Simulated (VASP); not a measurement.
# Rb2YbSn2 (I4/mmm) in VASP: further runs

Runs on Rb2YbSn2. Level: r2SCAN. Tasks: single point.

Everything below comes from runs of VASP 6.6.1. Logs are shortened: lines on timing, memory, paths and dates and some standing lists are left out, and cuts for length are marked.

### 1 The cell of the first run

The structure is tetragonal, space group I4/mmm (No. 139). The conventional cell has a = 5.239 Å, b = 5.239 Å, c = 11.994 Å, α = 90.00°, β = 90.00°, γ = 90.00°. Rb (site symmetry -4m2) has 4 Sn at 3.02 Å and 4 Rb at 3.70 Å and 4 Yb at 3.98 Å within 4.0 Å. Yb (site symmetry 4/mmm) has 8 Rb at 3.98 Å and 10 Sn at 4.00 to 4.50 Å within 5.2 Å. Within 3.9 Å of Sn (site symmetry 4mm) lie 1 Sn at 3.00 Å and 4 Rb at 3.02 Å.

### 2 Single point, r2SCAN

POSCAR reads:

```
Rb2YbSn2
1.0
    0.0000000000      5.2387320000      0.0000000000
    5.2387320000      0.0000000000      0.0000000000
    2.6193660000      2.6193660000     -5.9969750000
Rb Yb Sn
2 1 2
Direct
    0.7500000000      0.2500000000      0.5000000000
    0.2500000000      0.7500000000      0.5000000000
    0.0000000000      0.0000000000      0.0000000000
    0.3750000000      0.3750000000      0.2500000000
    0.6250000000      0.6250000000      0.7500000000
```

INCAR.step1 reads:

```
ALGO = Normal
EDIFF = 1E-4
ENCUT = 520
GGA = PE
ISMEAR = -1
LASPH = True
LCHARG = False
LREAL = False
LWAVE = True
NBANDS = 43
NELM = 80
PREC = Accurate
SIGMA = 0.1
```

INCAR.step2 reads:

```
ALGO = Normal
EDIFF = 1E-7
ENCUT = 520
ISIF = 2
ISMEAR = -1
ISTART = 1
LASPH = True
LCHARG = True
LELF = True
LMIXTAU = True
LREAL = False
LVHAR = True
LWAVE = False
METAGGA = R2SCAN
NBANDS = 43
NELM = 80
PREC = Accurate
SIGMA = 0.1
```

KPOINTS reads:

```
k-points
0
Gamma
  4 4 4
```

Potentials or basis: VASP PAW PBE potentials, release 64 (Rb_sv, Yb, Sn_d).

On the command line:

```sh
$ cat potpaw_PBE.64/Rb_sv/POTCAR potpaw_PBE.64/Yb/POTCAR potpaw_PBE.64/Sn_d/POTCAR > POTCAR
$ cp INCAR.step1 INCAR
$ mpirun -np 1 vasp_std > vasp.out
$ cp INCAR.step2 INCAR
$ mpirun -np 1 vasp_std > vasp.out
```

OUTCAR:

```text
EDIFF = 1E-7
   ENCUT = 520
   ISIF = 2
   ISMEAR = -1
   ISTART = 1
   LASPH = True
   LREAL = False
   METAGGA = R2SCAN
   NELM = 80
   PREC = Accurate

 ion  position               nearest neighbor table
   1  0.750  0.250  0.500-   4 3.02   4 3.02   5 3.02   5 3.02   2 3.70   2 3.70   2 3.70   2 3.70
                             3 3.98   3 3.98   3 3.98   3 3.98
   2  0.250  0.750  0.500-   4 3.02   4 3.02   5 3.02   5 3.02   1 3.70   1 3.70   1 3.70   1 3.70
                             3 3.98   3 3.98   3 3.98   3 3.98
   3  0.000  0.000  0.000-   1 3.98   2 3.98   1 3.98   2 3.98   1 3.98   2 3.98   1 3.98   2 3.98

   4  0.375  0.375  0.250-   5 3.00   2 3.02   1 3.02   2 3.02   1 3.02
   5  0.625  0.625  0.750-   4 3.00   1 3.02   1 3.02   2 3.02   2 3.02

  LATTYP: Found a body centered tetragonal cell.
 ALAT       =     5.2387320000
 C/A-ratio  =     2.2894757739

  Lattice vectors:

 A1 = (  -2.6193660000,   2.6193660000,   5.9969750000)
 A2 = (   2.6193660000,  -2.6193660000,   5.9969750000)
 A3 = (   2.6193660000,   2.6193660000,  -5.9969750000)

Analysis of symmetry for initial positions (statically):
=====================================================================
 Subroutine PRICEL returns:
 Original cell was already a primitive cell.

 Routine SETGRP: Setting up the symmetry group for a
 body centered tetragonal supercell.

 Subroutine GETGRP returns: Found 16 space group operations
 (whereof 16 operations were pure point group operations)
 out of a pool of 16 trial point group operations.

The static configuration has the point symmetry D_4h.

Analysis of symmetry for dynamics (positions and initial velocities):
=====================================================================
 Subroutine PRICEL returns:
 Original cell was already a primitive cell.

 Routine SETGRP: Setting up the symmetry group for a
 body centered tetragonal supercell.

 Subroutine GETGRP returns: Found 16 space group operations
 (whereof 16 operations were pure point group operations)
 out of a pool of 16 trial point group operations.

The dynamic configuration has the point symmetry D_4h.

 Subroutine INISYM returns: Found 16 space group operations
 (whereof 16 operations are pure point group operations),
 and found     1 'primitive' translations

----------------------------------------------------------------------------------------

                                     Primitive cell

  volume of cell :     164.5829

  direct lattice vectors                    reciprocal lattice vectors
     0.000000000  5.238732000  0.000000000     0.000000000  0.190885886  0.083375368
     5.238732000  0.000000000  0.000000000     0.190885886  0.000000000  0.083375368
     2.619366000  2.619366000 -5.996975000     0.000000000  0.000000000 -0.166750737

  length of vectors
     5.238732000  5.238732000  7.048820159     0.208299961  0.208299961  0.166750737

  position of ions in fractional coordinates (direct lattice)
     0.750000000  0.250000000  0.500000000
     0.250000000  0.750000000  0.500000000
     0.000000000  0.000000000  0.000000000
     0.375000000  0.375000000  0.250000000
     0.625000000  0.625000000  0.750000000

  ion indices of the primitive-cell ions
   primitive index   ion index
                 1           1
                 2           2
                 3           3
                 4           4
                 5           5

----------------------------------------------------------------------------------------

 KPOINTS: k-points

Automatic generation of k-mesh.
 Grid dimensions read from file:
 generate k-points for:    4    4    4

 Generating k-lattice:

  Cartesian coordinates                     Fractional coordinates (reciprocal lattice)
     0.000000000  0.047721472  0.020843842     0.250000000  0.000000000  0.000000000
     0.047721472  0.000000000  0.020843842     0.000000000  0.250000000  0.000000000
     0.000000000  0.000000000 -0.041687684     0.000000000  0.000000000  0.250000000

  Length of vectors
     0.052074990  0.052074990  0.041687684

  Shift w.r.t. Gamma in fractional coordinates (k-lattice)
     0.000000000  0.000000000  0.000000000

 Subroutine IBZKPT returns following result:
 ===========================================

 Found     13 irreducible k-points:

 Following reciprocal coordinates:
            Coordinates               Weight
  0.000000  0.000000  0.000000      1.000000
  0.250000  0.000000  0.000000      8.000000
  0.500000  0.000000  0.000000      4.000000
  0.250000  0.250000  0.000000      8.000000
  0.500000  0.250000  0.000000     16.000000
 -0.250000  0.250000  0.000000      4.000000
  0.500000  0.500000  0.000000      2.000000
  0.000000  0.000000  0.250000      2.000000
  0.500000  0.000000  0.250000      4.000000
 -0.250000  0.000000  0.250000      8.000000
  0.500000  0.500000  0.250000      2.000000
 -0.250000 -0.250000  0.250000      4.000000
  0.000000  0.000000  0.500000      1.000000
   k-points           NKPTS =     13   k-points in BZ     NKDIM =     13   number of bands    NBANDS=     43
   number of dos      NEDOS =    301   number of ions     NIONS =      5
   total plane-waves  NPLWV =  86400
   dimension x,y,z NGX =    40 NGY =   40 NGZ =   54
   dimension x,y,z NGXF=    80 NGYF=   80 NGZF=  108
   ions per type =               2   1   2
   NGX,Y,Z   is equivalent  to a cutoff of  12.69, 12.69, 12.74 a.u.
   NGXF,Y,Z  is equivalent  to a cutoff of  25.39, 25.39, 25.47 a.u.
 SYSTEM =  unknown system
   PREC   = accura    normal or accurate (medium, high low for compatibility)
   ISTART =      1    job   : 0-new  1-cont  2-samecut
   ICHARG =      0    charge: 1-file 2-atom 10-const
   ISPIN  =      1    spin polarized calculation?
   LNONCOLLINEAR =      F non collinear calculations
   LSORBIT =      F    spin-orbit coupling
   LASPH  =      T    aspherical Exc in radial PAW
   ENCUT  =  520.0 eV  38.22 Ry    6.18 a.u.   9.74  9.74 13.11*2*pi/ulx,y,z
   NELM   =     80;   NELMIN=  2; NELMDL=  0     # of ELM steps
   EDIFF  = 0.1E-06   stopping-criterion for ELM
   LREAL  =      F    real-space projection
   EDIFFG = 0.1E-05   stopping-criterion for IOM
   NSW    =      0    number of steps for IOM
   IBRION =     -1    ionic relax: 0-MD 1-quasi-New 2-CG
   NFREE  =      0    steps in history (QN), initial steepest desc. (CG)
   ISIF   =      2    stress and relaxation
   ISYM   =      2    0-nonsym 1-usesym 2-fastsym
   POTIM  = 0.5000    time-step for ionic-motion
   TEBEG  =    0.0;   TEEND  =   0.0 temperature during run
   PSTRESS=    0.0 pullay stress
   NELECT =      70.0000    total number of electrons
   NUPDOWN=      -1.0000    fix difference up-down
   EMIN   =  10.00;   EMAX   =-10.00  energy-range for DOS
   EFERMI =   0.00;   METHOD = LEGACY
   ISMEAR =    -1;   SIGMA  =   0.10  broadening in eV -4-tet -1-fermi 0-gaus
   EFERMI_NEDOS =   21; number of points for ismear=-14 and -15
   IALGO  =     38    algorithm
   IMIX   =      4    mixing-type and parameters
     AMIX     =   0.40;   BMIX     =  1.00
     AMIX_MAG =   1.60;   BMIX_MAG =  1.00
  volume/ion in A,a.u.               =      32.92       222.13
  Fermi-wavevector in a.u.,A,eV,Ry     =   1.231155  2.326545 20.622922  1.515742
  Thomas-Fermi vector in A             =   2.365975
   LORBIT       =      0    0 simple, 1 ext, 2 COOP (PROOUT), +10 PAW based schemes
   METAGGA = R2SCAN    functional components
   LHFCALC =     F    Hartree Fock is set to
   AEXX    =    0.0000 exact exchange contribution
   IVDW    =     0    specifies the selected vdW correction
   LEPSILON=     F    determine dielectric tensor
   LRPA    =     F    only Hartree local field effects (RPA)
 non-spin polarized calculation
  energy-cutoff  :      520.00
  volume of cell :      164.58
 maximum number of plane-waves:      4452
 NGX is ok and might be reduce to    40
   NGX = 19   NGY = 19   NGZ = 27

 number of electron      70.0000002 magnetization

 Free energy of the ion-electron system (eV)
  ---------------------------------------------------
  ext. energy  EPLUGINS =         0.00000000
  ---------------------------------------------------
  free energy    TOTEN  =      -109.17749855 eV

  energy without entropy =     -109.01723055  energy(sigma->0) =     -109.09736455

 E-fermi :   3.9261     XC(G=0):  -9.6594

 val. band max:        3.8570998220   @ k =   0.2500   0.2500   0.0000
 cond. band min:       4.0218968193   @ k =   0.2500   0.2500   0.0000
 fundamental gap:      0.1647969972
 Fermi energy:         3.9260786593

 k-point     1 :       0.0000    0.0000    0.0000
  band No.  band energies     occupation
      1     -49.9929      2.00000
      2     -24.9270      2.00000
      3     -24.7731      2.00000
      4     -21.8676      2.00000
      5     -21.7406      2.00000
      6     -21.7406      2.00000
[... 35 lines left out ...]
     42       7.3383      0.00000
     43       7.3383      0.00000

 k-point     2 :       0.2500    0.0000    0.0000
  band No.  band energies     occupation
      1     -49.9929      2.00000
      2     -24.9040      2.00000
      3     -24.7950      2.00000
      4     -21.8672      2.00000
      5     -21.7420      2.00000
      6     -21.7406      2.00000
[... 35 lines left out ...]
     42       6.9395      0.00000
     43       7.3495      0.00000

 k-point     3 :       0.5000    0.0000    0.0000
  band No.  band energies     occupation
      1     -49.9929      2.00000
      2     -24.8491      2.00000
      3     -24.8488      2.00000
      4     -21.8669      2.00000
      5     -21.7433      2.00000
      6     -21.7405      2.00000
[... 413 lines left out ...]
      6     -21.7417      2.00000
[... 35 lines left out ...]
     42       7.4927      0.00000
     43       7.6024      0.00000

 k-point    13 :       0.0000    0.0000    0.5000
  band No.  band energies     occupation
      1     -49.9929      2.00000
      2     -24.9275      2.00000
      3     -24.7732      2.00000
      4     -21.8660      2.00000
      5     -21.7407      2.00000
      6     -21.7407      2.00000
[... 35 lines left out ...]
     42       6.7211      0.00000
     43       7.1620      0.00000

------------------------ aborting loop because EDIFF is reached ----------------------------------------

  FORCE on cell =-STRESS in cart. coord.  units (eV):
  Direction    XX          YY          ZZ          XY          YZ          ZX
  --------------------------------------------------------------------------------------
  -------------------------------------------------------------------------------------
  Total       11.5968423     11.5968423      8.0947377      0.0000000     -0.0000000      0.0000000
  in kB      112.8926671    112.8926671     78.8004617      0.0000000     -0.0000000      0.0000000
  external PRESSURE =     101.5285986 kB  Pullay stress =       0.0000000 kB

 VOLUME and BASIS-vectors are now :
 -----------------------------------------------------------------------------
  energy-cutoff  :      520.00
  volume of cell :      164.58
      direct lattice vectors                 reciprocal lattice vectors
     0.000000000  5.238732000  0.000000000     0.000000000  0.190885886  0.083375368
     5.238732000  0.000000000  0.000000000     0.190885886  0.000000000  0.083375368
     2.619366000  2.619366000 -5.996975000     0.000000000  0.000000000 -0.166750737

 POSITION                                       TOTAL-FORCE (eV/Angst)
 -----------------------------------------------------------------------------------
      2.61937      5.23873     -2.99849        -0.000000     -0.000000     -0.000000
      5.23873      2.61937     -2.99849         0.000000      0.000000     -0.000000
      0.00000      0.00000      0.00000        -0.000000     -0.000000     -0.000000
      2.61937      2.61937     -1.49924        -0.000000     -0.000000      3.931848
      5.23873      5.23873     -4.49773        -0.000000     -0.000000     -3.931848
 -----------------------------------------------------------------------------------
    total drift:                               -0.000000      0.000000     -0.000000

  FREE ENERGIE OF THE ION-ELECTRON SYSTEM (eV)
  ---------------------------------------------------
  free  energy   TOTEN  =      -109.1774985473 eV

  energy  without entropy=     -109.0172305512  energy(sigma->0) =     -109.09736455
```

Wall time 26 min (1 thread of AMD EPYC 9R14 (Zen 4), shared host); peak memory 0.35 GiB.

What came out:

| Property | Result |
| --- | --- |
| Free energy | -109.1775 eV |
| Pressure | 10.2 GPa |
| Largest force | 3.932 eV/Å |
| Band gap on the k mesh | zero (band 35 reaches 4.08 eV, above the bottom of band 36 at 3.49 eV) |

Forces in eV/Å, atoms in the order of the input:
```
Rb   0.000  0.000  0.000
Rb   0.000  0.000  0.000
Yb   0.000  0.000  0.000
Sn   0.000  0.000  3.932
Sn   0.000  0.000 -3.932
```

Stress tensor (GPa, compression positive):
```
11.29  0.00  0.00
 0.00 11.29  0.00
 0.00  0.00  7.88
```

Levels at points of the mesh, in eV from the Fermi level:
| k point | band 31 | band 32 | band 33 | band 34 | band 35 | band 36 | band 37 | band 38 | band 39 | band 40 |
| --- | --- | --- | --- | --- | --- | --- | --- | --- | --- | --- |
| (0.00, 0.00, 0.00) | -0.54 | -0.52 | -0.45 | -0.45 | -0.11 | 0.17 | 0.89 | 0.89 | 1.71 | 1.96 |
| (0.50, 0.00, 0.00) | -0.55 | -0.54 | -0.50 | -0.49 | -0.18 | 0.40 | 0.70 | 2.06 | 2.29 | 2.99 |
| (0.50, 0.50, 0.00) | -0.54 | -0.54 | -0.52 | -0.50 | -0.50 | -0.44 | 0.56 | 1.25 | 2.72 | 2.97 |
| (0.00, 0.00, 0.50) | -0.54 | -0.53 | -0.35 | -0.35 | -0.29 | -0.29 | 1.05 | 1.17 | 1.19 | 2.42 |

Caveat: the PAW data sets were made with another functional, which shifts forces and pressure a little; spin-orbit coupling is left out, which moves the levels of the heavy elements; without U or exact exchange the open f shell lies at the Fermi level, which spoils levels, moments and volumes. Spin polarisation is off, so any magnetic state and its effect on volume and gap are missing.

### 3 Single point, r2SCAN

POSCAR is that of step 2.

INCAR.step1 reads:

```
SYSTEM = Rb2YbSn2
ALGO = Normal ; EDIFF = 1E-4
ENCUT = 520 ; GGA = PE
ISMEAR = -1 ; LASPH = .True.
LCHARG = .False. ; LREAL = .False.
LWAVE = .True. ; NBANDS = 43
NELM = 60 ; PREC = Accurate
SIGMA = 0.1
```

INCAR.step2 reads:

```
SYSTEM = Rb2YbSn2
ALGO = Normal ; EDIFF = 1E-6
ENCUT = 520 ; ISIF = 2
ISMEAR = -1 ; ISTART = 1
LASPH = .True. ; LCHARG = .False.
LMIXTAU = .True. ; LREAL = .False.
LWAVE = .False. ; METAGGA = R2SCAN
NBANDS = 43 ; NELM = 60
PREC = Accurate ; SIGMA = 0.1
```

KPOINTS reads:

```
k-points
0
Gamma
  4 4 4
  0 0 0
```

Potentials or basis: VASP PAW PBE potentials, release 64 (Rb_sv, Yb, Sn_d).

On the command line:

```sh
$ cat potpaw_PBE.64/Rb_sv/POTCAR potpaw_PBE.64/Yb/POTCAR potpaw_PBE.64/Sn_d/POTCAR > POTCAR
$ cp INCAR.step1 INCAR
$ mpirun -np 1 vasp_std > vasp.out
$ cp INCAR.step2 INCAR
$ mpirun -np 1 vasp_std > vasp.out
```

It took 24 min on 1 thread of AMD EPYC 9R14 (Zen 4), shared host; peak memory 0.34 GiB.

It converged, with:

```
Free energy            : -109.1775 eV
Pressure               : 9.7 GPa
Largest force          : 3.932 eV/Å
Band gap on the k mesh : zero (band 35 reaches 4.08 eV, above the bottom of band 36 at 3.49 eV)
```

Forces on the atoms (eV/Å):
```
Rb   0.000  0.000  0.000
Rb   0.000  0.000  0.000
Yb   0.000  0.000  0.000
Sn   0.000  0.000  3.932
Sn   0.000  0.000 -3.932
```

Stress tensor (GPa, compression positive):
```
10.85  0.00  0.00
 0.00 10.85  0.00
 0.00  0.00  7.45
```

Levels at points of the mesh, in eV from the Fermi level:
```csv
k point,band 31,band 32,band 33,band 34,band 35,band 36,band 37,band 38,band 39,band 40
"(0.00, 0.00, 0.00)",-0.54,-0.53,-0.46,-0.46,-0.11,0.17,0.89,0.89,1.71,1.96
"(0.50, 0.00, 0.00)",-0.55,-0.54,-0.50,-0.50,-0.18,0.40,0.70,2.06,2.29,2.99
"(0.50, 0.50, 0.00)",-0.54,-0.54,-0.52,-0.50,-0.50,-0.44,0.56,1.25,2.72,2.97
"(0.00, 0.00, 0.50)",-0.54,-0.53,-0.35,-0.35,-0.29,-0.29,1.05,1.17,1.19,2.42
```

Caveat: the PAW data sets were made with another functional, which shifts forces and pressure a little; spin-orbit coupling is left out, which moves the levels of the heavy elements; without U or exact exchange the open f shell lies at the Fermi level, which spoils levels, moments and volumes. Spin polarisation is off, so any magnetic state and its effect on volume and gap are missing.
